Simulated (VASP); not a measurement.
# Sb (Fm-3m) in VASP: notebook, part 2 of 2

VASP 6.6.1. The steps go on from the part before.

## Step 5: Single point, LDA

This run uses another cell than the first one, of 26.00 Å³/atom.

INCAR reads:

```
SYSTEM = Sb
  PREC = Accurate
  ENCUT = 500
  EDIFF = 1E-6
  ISMEAR = -1
  SIGMA = 0.05
  LREAL = .FALSE.
  LASPH = .TRUE.
  NELM = 120
  ALGO = Normal
  ISIF = 2
  LWAVE = .FALSE.
  LCHARG = .TRUE.
  LELF = .TRUE.
  LVHAR = .TRUE.
  NBANDS = 8
  GGA_COMPAT = .FALSE.
```

KPOINTS reads:

```
Automatic mesh
0
G
  8 8 8
  0 0 0
```

POSCAR reads:

```
Sb
1.0
    0.0000000000      2.3513993853      2.3513993853
    2.3513993853      0.0000000000      2.3513993853
    2.3513993853      2.3513993853      0.0000000000
Sb
1
Direct
    0.0000000000      0.0000000000      0.0000000000
```

Started as:

```
> cat potpaw_LDA.64/Sb/POTCAR > POTCAR
> mpirun -np 1 vasp_std > vasp.out
```

It took 3.5 s on 1 thread of AMD EPYC 7R13 (Zen 3), shared host; peak memory 0.09 GiB.

It converged, with:

```
Free energy            : -4.5237 eV
Pressure               : 0.0 GPa
Band gap on the k mesh : zero (an odd number of electrons rules out a gap without spin polarisation)
```

Levels at points of the mesh, in eV from the Fermi level:
```
           k point  band 1  band 2  band 3  band 4  band 5  band 6
(0.00, 0.00, 0.00)  -13.07    5.63    5.63    5.63   10.02   10.02
(0.50, 0.00, 0.00)   -9.15   -5.87    3.88    3.88    8.48    9.20
(0.50, 0.50, 0.00)   -7.45   -4.95    0.50    0.50    4.35    4.78
```

Caveat: spin-orbit coupling is left out, which moves the levels of the heavy elements.

## Step 6: Relaxation of cell and atoms, LDA

This run uses another cell than the first one, of 30.14 Å³/atom.

INCAR reads:

```
  PREC = Accurate
  ENCUT = 500
  EDIFF = 1E-7
  ISMEAR = -1
  SIGMA = 0.05
  LREAL = False
  LASPH = True
  NELM = 120
  ALGO = Normal
  ISIF = 3
  LWAVE = False
  LCHARG = False
  GGA = CA
  IBRION = 2
  NSW = 80
  EDIFFG = -0.03
  GGA_COMPAT = False
  NELMIN = 4
```

KPOINTS reads:

```
Automatic mesh
0
Gamma
  8 8 8
```

POSCAR reads:

```
Sb
1.0
    0.0000000000      2.4700000000      2.4700000000
    2.4700000000      0.0000000000      2.4700000000
    2.4700000000      2.4700000000      0.0000000000
Sb
1
Direct
    0.0000000000      0.0000000000      0.0000000000
```

Potentials or basis: VASP PAW LDA potentials, release 64 (Sb).

Started as:

```
> cat potpaw_LDA.64/Sb/POTCAR > POTCAR
> mpirun -np 1 vasp_std > vasp.out
```

OUTCAR:

```text
PREC = Accurate
   ENCUT = 500
   EDIFF = 1E-7
   ISMEAR = -1
   LREAL = False
   LASPH = True
   NELM = 120
   ISIF = 3
   GGA = CA
   IBRION = 2
   NSW = 80
   EDIFFG = -0.03
   NELMIN = 4

 ion  position               nearest neighbor table
   1  0.000  0.000  0.000-

  LATTYP: Found a face centered cubic cell.
 ALAT       =     4.9400000000

  Lattice vectors:

 A1 = (   0.0000000000,   2.4700000000,   2.4700000000)
 A2 = (   2.4700000000,   0.0000000000,   2.4700000000)
 A3 = (   2.4700000000,   2.4700000000,   0.0000000000)

Analysis of symmetry for initial positions (statically):
=====================================================================
 Subroutine PRICEL returns:
 Original cell was already a primitive cell.

 Routine SETGRP: Setting up the symmetry group for a
 face centered cubic supercell.

 Subroutine GETGRP returns: Found 48 space group operations
 (whereof 48 operations were pure point group operations)
 out of a pool of 48 trial point group operations.

The static configuration has the point symmetry O_h .

Analysis of symmetry for dynamics (positions and initial velocities):
=====================================================================
 Subroutine PRICEL returns:
 Original cell was already a primitive cell.

 Routine SETGRP: Setting up the symmetry group for a
 face centered cubic supercell.

 Subroutine GETGRP returns: Found 48 space group operations
 (whereof 48 operations were pure point group operations)
 out of a pool of 48 trial point group operations.

The dynamic configuration has the point symmetry O_h .

 Subroutine INISYM returns: Found 48 space group operations
 (whereof 48 operations are pure point group operations),
 and found     1 'primitive' translations

----------------------------------------------------------------------------------------

                                     Primitive cell

  volume of cell :      30.1384

  direct lattice vectors                    reciprocal lattice vectors
     0.000000000  2.470000000  2.470000000    -0.202429150  0.202429150  0.202429150
     2.470000000  0.000000000  2.470000000     0.202429150 -0.202429150  0.202429150
[... 89 lines left out ...]
   ISIF   =      3    stress and relaxation
   ISYM   =      2    0-nonsym 1-usesym 2-fastsym
   POTIM  = 0.5000    time-step for ionic-motion
   TEBEG  =    0.0;   TEEND  =   0.0 temperature during run
   PSTRESS=    0.0 pullay stress
   NELECT =       5.0000    total number of electrons
   NUPDOWN=      -1.0000    fix difference up-down
   EMIN   =  10.00;   EMAX   =-10.00  energy-range for DOS
   EFERMI =   0.00;   METHOD = LEGACY
   ISMEAR =    -1;   SIGMA  =   0.05  broadening in eV -4-tet -1-fermi 0-gaus
   EFERMI_NEDOS =   21; number of points for ismear=-14 and -15
   IALGO  =     38    algorithm
   IMIX   =      4    mixing-type and parameters
     AMIX     =   0.40;   BMIX     =  1.00
     AMIX_MAG =   1.60;   BMIX_MAG =  1.00
  volume/ion in A,a.u.               =      30.14       203.38
  Fermi-wavevector in a.u.,A,eV,Ry     =   0.899548  1.699900 11.009663  0.809187
  Thomas-Fermi vector in A             =   2.022396
   LORBIT       =      0    0 simple, 1 ext, 2 COOP (PROOUT), +10 PAW based schemes
   GGA     = CA    functional components
   LHFCALC =     F    Hartree Fock is set to
   AEXX    =    0.0000 exact exchange contribution
   IVDW    =     0    specifies the selected vdW correction
   LEPSILON=     F    determine dielectric tensor
   LRPA    =     F    only Hartree local field effects (RPA)
 conjugate gradient relaxation of ions
 non-spin polarized calculation
  energy-cutoff  :      500.00
  volume of cell :       30.14
 maximum number of plane-waves:       778
 NGX is ok and might be reduce to    28
   NGX = 13   NGY = 13   NGZ = 13

--------------------------------------- Ionic step        1  -------------------------------------------

 number of electron       5.0000000 magnetization

 Free energy of the ion-electron system (eV)
  ---------------------------------------------------
  ext. energy  EPLUGINS =         0.00000000
  ---------------------------------------------------
  free energy    TOTEN  =        -4.41049022 eV

  energy without entropy =       -4.40403735  energy(sigma->0) =       -4.40726378

 E-fermi :   6.9464     XC(G=0):  -9.8963

 val. band max:        6.7349568301   @ k =   0.5000   0.2500   0.1250
 cond. band min:       6.9923938065   @ k =  -0.3750   0.3750   0.1250
 fundamental gap:      0.2574369764
 Fermi energy:         6.9464406640

 k-point     1 :       0.0000    0.0000    0.0000
  band No.  band energies     occupation
      1      -5.1250      2.00000
      2      11.4444      0.00000
      3      11.4444      0.00000
      4      11.4444      0.00000
      5      16.4377      0.00000
      6      16.4377      0.00000
[... 276 lines left out ...]
--------------------------------------- Ionic step        3  -------------------------------------------

 number of electron       5.0000000 magnetization

 Free energy of the ion-electron system (eV)
  ---------------------------------------------------
  ext. energy  EPLUGINS =         0.00000000
  ---------------------------------------------------
  free energy    TOTEN  =        -4.52377213 eV

  energy without entropy =       -4.51375837  energy(sigma->0) =       -4.51876525

 E-fermi :   8.7235     XC(G=0): -10.5163

 val. band max:        8.6136950309   @ k =   0.5000   0.2500   0.1250
 cond. band min:       8.7463663348   @ k =  -0.3750   0.3750   0.1250
 fundamental gap:      0.1326713039
 Fermi energy:         8.7234533416

 k-point     1 :       0.0000    0.0000    0.0000
  band No.  band energies     occupation
      1      -4.3428      2.00000
      2      14.3480      0.00000
      3      14.3480      0.00000
      4      14.3480      0.00000
      5      18.7375      0.00000
      6      18.7375      0.00000
[... 235 lines left out ...]
  FREE ENERGIE OF THE ION-ELECTRON SYSTEM (eV)
  ---------------------------------------------------
  free  energy   TOTEN  =        -4.5237721323 eV

  energy  without entropy=       -4.5137583669  energy(sigma->0) =       -4.51876525

 reached required accuracy - stopping structural energy minimisation
```

OSZICAR:

```text
N       E                     dE             d eps       ncg     rms          rms(c)
DAV:   1     0.681930413201E+01    0.68193E+01   -0.15776E+03   348   0.521E+02
DAV:   2    -0.421043278681E+01   -0.11030E+02   -0.10776E+02   528   0.705E+01
DAV:   3    -0.441980309677E+01   -0.20937E+00   -0.20835E+00   384   0.104E+01
[... 20 lines left out ...]
DAV:   3    -0.452383964037E+01    0.10657E-01   -0.20685E-02   354   0.844E-01    0.141E-01
DAV:   4    -0.452381296806E+01    0.26672E-04   -0.11434E-04   366   0.113E-01    0.110E-01
DAV:   5    -0.452377279567E+01    0.40172E-04   -0.10703E-05   360   0.313E-02    0.181E-02
DAV:   6    -0.452377213741E+01    0.65826E-06   -0.23319E-07   438   0.488E-03    0.407E-03
DAV:   7    -0.452377213234E+01    0.50722E-08   -0.46829E-09   228   0.711E-04
   3 F= -.45237721E+01 E0= -.45187652E+01  d E =-.113282E+00
```

CONTCAR:

```text
Sb
   1.00000000000000
     0.0000000000000000    2.3521225076903414    2.3521225076903414
     2.3521225076903414   -0.0000000000000000    2.3521225076903414
     2.3521225076903414    2.3521225076903414    0.0000000000000000
  Sb
     1
Direct
     0.0000000000000000    0.0000000000000000    0.0000000000000000

  0.00000000E+00  0.00000000E+00  0.00000000E+00
```

Wall time 8.9 s (1 thread of AMD EPYC 7R13 (Zen 3), shared host); peak memory 0.12 GiB.

Results:

```yaml
Free_energy: -4.5238 eV
Relaxed_volume: 26.03 Å³/atom
Relaxed_cell: a = 3.326 Å, b = 3.326 Å, c = 3.326 Å, α = 60.00°, β = 60.00°, γ = 60.00°
Space_group_after_relaxing_to_0.1_Å: Fm-3m (No. 225)
Energy_gained_by_relaxing: 113.3 meV/atom
Ionic_steps: 3
Pressure_after_relaxing: 0.0 GPa
Band_gap_on_the_k_mesh: zero (an odd number of electrons rules out a gap without spin polarisation)
```

The path:
| step | energy change (eV) | largest force (eV/Å) | pressure (GPa) | volume (Å³) |
| --- | --- | --- | --- | --- |
| 1 | 0.0000 | 0.0000 | -7.74 | 30.14 |
| 2 | -0.0820 | 0.0000 | 5.92 | 24.23 |
| 3 | -0.1133 | 0.0000 | -0.01 | 26.03 |

Final structure:
```cif
data_structure
_symmetry_space_group_name_H-M 'P 1'
_symmetry_Int_Tables_number 1
_cell_length_a 3.3264
_cell_length_b 3.3264
_cell_length_c 3.3264
_cell_angle_alpha 60.000
_cell_angle_beta 60.000
_cell_angle_gamma 60.000
_cell_volume 26.03
loop_
_atom_site_label
_atom_site_type_symbol
_atom_site_fract_x
_atom_site_fract_y
_atom_site_fract_z
_atom_site_occupancy
Sb1 Sb 0.00000 0.00000 0.00000 1
```

Caveat: spin-orbit coupling is left out, which moves the levels of the heavy elements.

## Step 7: The runs side by side

| task | cell | gap on the mesh (eV) | pressure (GPa) |
| --- | --- | --- | --- |
| single point | a = 3.120 Å, angles 60.0°, 1 atom | none | 20.3 |
| single point | a = 3.060 Å, angles 60.0°, 1 atom | none | 30.5 |
| single point | a = 3.203 Å, angles 60.0°, 1 atom | none | 10.1 |
| single point | a = 3.325 Å, angles 60.0°, 1 atom | none | 0.0 |
| relaxation of cell and atoms | relaxed from a = 3.493 Å, angles 60.0°, 1 atom | none | 0.0 |

Alike in all rows: level LDA; potentials or basis VASP PAW LDA potentials, release 64 (Sb); no spin polarisation; k mesh 8 × 8 × 8; cutoff (eV) 500; smearing fermi-dirac 0.05 eV.

Caveats: spin-orbit coupling is left out, which moves the levels of the heavy elements; the cell stands under pressure (at least some runs).

Total energies depend on the potentials used, so only differences within one code and one set of settings carry meaning.
